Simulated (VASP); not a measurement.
A run of VASP 6.6.1 is set up as follows.

POSCAR

```
Ag
1.0
    0.0000000000      2.2065480000      1.9613760000
    2.2065480000      0.0000000000      1.9613760000
    2.2065480000      2.2065480000      0.0000000000
Ag
1
Direct
    0.0000000000      0.0000000000      0.0000000000
```

File INCAR.step1:

```
ALGO = Normal ; EDIFF = 1E-4
ENCUT = 520 ; GGA = PE
ISMEAR = 0 ; LASPH = T
LCHARG = F ; LREAL = F
LWAVE = T ; NBANDS = 12
NELM = 80 ; PREC = Accurate
SIGMA = 0.15
```

The input INCAR.step2:

```
ALGO = Normal ; EDIFF = 1E-6
ENCUT = 520 ; ISIF = 2
ISMEAR = 0 ; ISTART = 1
LASPH = T ; LCHARG = T
LELF = T ; LMIXTAU = T
LREAL = F ; LVHAR = T
LWAVE = F ; METAGGA = R2SCAN
NBANDS = 12 ; NELM = 80
PREC = Accurate ; SIGMA = 0.15
```

File KPOINTS:

```
k-points
0
Gamma
  20 20 20
```

Potentials or basis: VASP PAW PBE potentials, release 64 (Ag).

Launch:

```bash
$ cat potpaw_PBE.64/Ag/POTCAR > POTCAR
$ cp INCAR.step1 INCAR
$ mpirun -np 1 vasp_std > vasp.out
$ cp INCAR.step2 INCAR
$ mpirun -np 1 vasp_std > vasp.out
```

Predict the band gap on the k mesh.

zero (an odd number of electrons rules out a gap without spin polarisation).

Predict the pressure.

-7.4 GPa.

Stress tensor (GPa, compression positive):
```
-7.94  0.00  0.00
 0.00 -7.94  0.00
 0.00  0.00 -6.44
```

Caveat: the cell differs from its parent crystal (strain +0.080 along x and y, -0.040 along z); the cell stands under tension; the PAW data sets were made with another functional, which shifts forces and pressure a little.
